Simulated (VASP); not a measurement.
# Pb in VASP: further runs, part 2 of 2

VASP 6.6.1. Earlier steps stand in the parts before.

## (5) Single point, r2SCAN+D3(BJ), collinear spin

This run uses another cell than the first one, of 33.26 Å³/atom.

POSCAR

```
Pb
1.0
    0.0000000000      2.5525961473      2.5525961473
    2.5525961473      0.0000000000      2.5525961473
    2.5525961473      2.5525961473      0.0000000000
Pb
1
Direct
    0.0000000000      0.0000000000      0.0000000000
```

INCAR.step1

```
ALGO = Normal
EDIFF = 1E-4
ENCUT = 520
GGA = PE
ISMEAR = 1
ISPIN = 2
LASPH = True
LCHARG = False
LREAL = False
LWAVE = True
MAGMOM = 1
NBANDS = 17
NELM = 150
NUPDOWN = 1.0
PREC = Accurate
SIGMA = 0.025
```

INCAR.step2

```
ALGO = Normal
EDIFF = 1E-7
ENCUT = 520
ISIF = 2
ISMEAR = 1
ISPIN = 2
ISTART = 1
IVDW = 12
LASPH = True
LCHARG = False
LMIXTAU = True
LORBIT = 11
LREAL = False
LWAVE = False
MAGMOM = 1
METAGGA = R2SCAN
NBANDS = 17
NELM = 150
NUPDOWN = 1.0
PREC = Accurate
SIGMA = 0.025
VDW_A1 = 0.49484001
VDW_A2 = 5.73083694
VDW_S6 = 1.0
VDW_S8 = 0.78981345
```

KPOINTS

```
k-points
0
Gamma
  9 9 9
```

Potentials or basis: VASP PAW PBE potentials, release 64 (Pb_d).

The run is started by

```bash
$ cat potpaw_PBE.64/Pb_d/POTCAR > POTCAR
$ cp INCAR.step1 INCAR
$ mpirun -np 1 vasp_std > vasp.out
$ cp INCAR.step2 INCAR
$ mpirun -np 1 vasp_std > vasp.out
```

OUTCAR:

```text
EDIFF = 1E-7
   ENCUT = 520
   ISIF = 2
   ISMEAR = 1
   ISPIN = 2
   ISTART = 1
   IVDW = 12
   LASPH = True
   LORBIT = 11
   LREAL = False
   METAGGA = R2SCAN
   NELM = 150
   NUPDOWN = 1.0
   PREC = Accurate
 IVDW          = 12

 ion  position               nearest neighbor table
   1  0.000  0.000  0.000-

  LATTYP: Found a face centered cubic cell.
 ALAT       =     5.1051922946

  Lattice vectors:

 A1 = (   0.0000000000,   2.5525961473,   2.5525961473)
 A2 = (   2.5525961473,   0.0000000000,   2.5525961473)
 A3 = (   2.5525961473,   2.5525961473,   0.0000000000)

Analysis of symmetry for initial positions (statically):
=====================================================================
 Subroutine PRICEL returns:
 Original cell was already a primitive cell.

 Routine SETGRP: Setting up the symmetry group for a
 face centered cubic supercell.

 Subroutine GETGRP returns: Found 48 space group operations
 (whereof 48 operations were pure point group operations)
 out of a pool of 48 trial point group operations.

The static configuration has the point symmetry O_h .

Analysis of symmetry for dynamics (positions and initial velocities):
=====================================================================
 Subroutine PRICEL returns:
 Original cell was already a primitive cell.

 Routine SETGRP: Setting up the symmetry group for a
 face centered cubic supercell.

 Subroutine GETGRP returns: Found 48 space group operations
 (whereof 48 operations were pure point group operations)
 out of a pool of 48 trial point group operations.

The dynamic configuration has the point symmetry O_h .

Analysis of structural, dynamic, and magnetic symmetry:
=====================================================================
 Subroutine PRICEL returns:
 Original cell was already a primitive cell.

 Routine SETGRP: Setting up the symmetry group for a
 face centered cubic supercell.

 Subroutine GETGRP returns: Found 48 space group operations
 (whereof 48 operations were pure point group operations)
 out of a pool of 48 trial point group operations.

[... 131 lines left out ...]
  energy-cutoff  :      520.00
  volume of cell :       33.26
 maximum number of plane-waves:       914
   NGX = 13   NGY = 13   NGZ = 13

 number of electron      13.9999999 magnetization       1.0000000

 Free energy of the ion-electron system (eV)
  ---------------------------------------------------
  ext. energy  EPLUGINS =         0.00000000
  ---------------------------------------------------
  free energy    TOTEN  =       -55.57116942 eV

  energy without entropy =      -55.57114290  energy(sigma->0) =      -55.57116058

 E-fermi :   4.9958     XC(G=0): -10.3653

 val. band max:        7.4407704566   @ k =   0.4444   0.3333   0.1111
 cond. band min:       5.0095694639   @ k =   0.4444   0.2222   0.0000
 fundamental gap:     -2.4312009927
 Fermi energy:         7.6031896002

 spin component 1

 k-point     1 :       0.0000    0.0000    0.0000
  band No.  band energies     occupation
      1     -11.4835      1.00000
      2     -11.4835      1.00000
      3     -11.4835      1.00000
      4     -11.3630      1.00000
      5     -11.3630      1.00000
      6      -5.9221      1.00000
[... 459 lines left out ...]
      6      -1.6382      1.00000
[... 9 lines left out ...]
     16      28.8497      0.00000
     17      28.8498      0.00000

 [... further k-points ...]

 spin component 2

 k-point     1 :       0.0000    0.0000    0.0000
  band No.  band energies     occupation
      1     -11.3354      1.00000
      2     -11.3354      1.00000
      3     -11.3354      1.00000
      4     -11.2294      1.00000
      5     -11.2294      1.00000
      6      -4.8901      1.00000
[... 459 lines left out ...]
      6      -0.8298      1.00000
[... 9 lines left out ...]
     16      29.4119      0.00000
     17      29.4119      0.00000

 [... further k-points ...]

------------------------ aborting loop because EDIFF is reached ----------------------------------------

 Edisp (eV)   -0.17717

 E8    (eV) :    -0.0733

  FORCE on cell =-STRESS in cart. coord.  units (eV):
  Direction    XX          YY          ZZ          XY          YZ          ZX
  --------------------------------------------------------------------------------------
  -------------------------------------------------------------------------------------
  Total      -0.03625    -0.03625    -0.03625     0.00000     0.00000     0.00000
  in kB      -1.74576    -1.74576    -1.74576     0.00000     0.00000     0.00000
  external pressure =       -1.75 kB  Pullay stress =        0.00 kB

 VOLUME and BASIS-vectors are now :
 -----------------------------------------------------------------------------
  energy-cutoff  :      520.00
  volume of cell :       33.26
      direct lattice vectors                 reciprocal lattice vectors
     0.000000000  2.552596147  2.552596147    -0.195879008  0.195879008  0.195879008
     2.552596147  0.000000000  2.552596147     0.195879008 -0.195879008  0.195879008
     2.552596147  2.552596147  0.000000000     0.195879008  0.195879008 -0.195879008

 POSITION                                       TOTAL-FORCE (eV/Angst)
 -----------------------------------------------------------------------------------
      0.00000      0.00000      0.00000         0.000000      0.000000      0.000000
 -----------------------------------------------------------------------------------
    total drift:                               -0.000000     -0.000000     -0.000000

  FREE ENERGIE OF THE ION-ELECTRON SYSTEM (eV)
  ---------------------------------------------------
  free  energy   TOTEN  =       -55.7483349421 eV

  energy  without entropy=      -55.7483084202  energy(sigma->0) =      -55.74832610

 total charge

# of ion       s       p       d       tot
------------------------------------------
    1        1.378   0.737   9.798  11.914

 magnetization (x)

# of ion       s       p       d       tot
------------------------------------------
    1        0.042   0.362   0.012   0.416
```

It took 4 min on 1 thread of Intel Xeon 8259CL, shared host; peak memory 0.21 GiB.

Results:

- Free energy: -55.7483 eV
- Pressure: -0.2 GPa
- Net moment: 1.00 μB per cell
- Site moments: Pb +0.42 μB
- Valence electrons inside the program's atomic spheres: Pb 11.91
- Dispersion energy per atom: -0.177 eV

Caveat: three body term missing; the PAW data sets were made with another functional, which shifts forces and pressure a little; spin-orbit coupling is left out, which moves the levels of the heavy elements; the total moment is fixed, so each spin has its own Fermi level and the state may be an excited one.

## (6) Summary

| level | spin | fixed moment (μB) | cell | k mesh | cutoff (eV) | smearing | tolerance level | purpose | dipole correction | gap on the mesh (eV) | pressure (GPa) | moment (μB) |
| --- | --- | --- | --- | --- | --- | --- | --- | --- | --- | --- | --- | --- |
| rev-vdW-DF2 | off | - | a = 3.483, b = 3.483, c = 3.500 Å, angles 59.8, 59.8, 60.3°, 1 atom | 13 × 13 × 13 | 310 | methfessel-paxton of order 2 0.1 eV | standard | energy | - | none | 0.9 | - |
| rev-vdW-DF2 | off | - | a = 3.483, b = 3.483, c = 3.500 Å, angles 59.8, 59.8, 60.3°, 1 atom | 22 × 22 × 22 | 620 | methfessel-paxton of order 2 0.05 eV | standard | energy | - | none | 1.6 | - |
| r2SCAN+D3(BJ) | collinear | 1.0 | a = 3.500 Å, angles 60.0°, 1 atom | 9 × 9 × 9 | 520 | methfessel-paxton 0.025 eV | - | - | no | - | 3.9 | 1.00 |
| r2SCAN+D3(BJ) | collinear | 1.0 | a = 3.610 Å, angles 60.0°, 1 atom | 9 × 9 × 9 | 520 | methfessel-paxton 0.025 eV | - | - | no | - | -0.2 | 1.00 |

Alike in all rows: task single point; potentials or basis VASP PAW PBE potentials, release 64 (Pb_d).

Caveats: the PAW data sets were made with another functional, which shifts forces and pressure a little; spin-orbit coupling is left out, which moves the levels of the heavy elements; three body term missing (at least some runs); the total moment is fixed, so each spin has its own Fermi level and the state may be an excited one (at least some runs); the cell stands under pressure (at least some runs).

Absolute energies hang on the potentials; compare differences alone.

The gap in the log of VASP goes by the Fermi energy; the results here count the filled bands.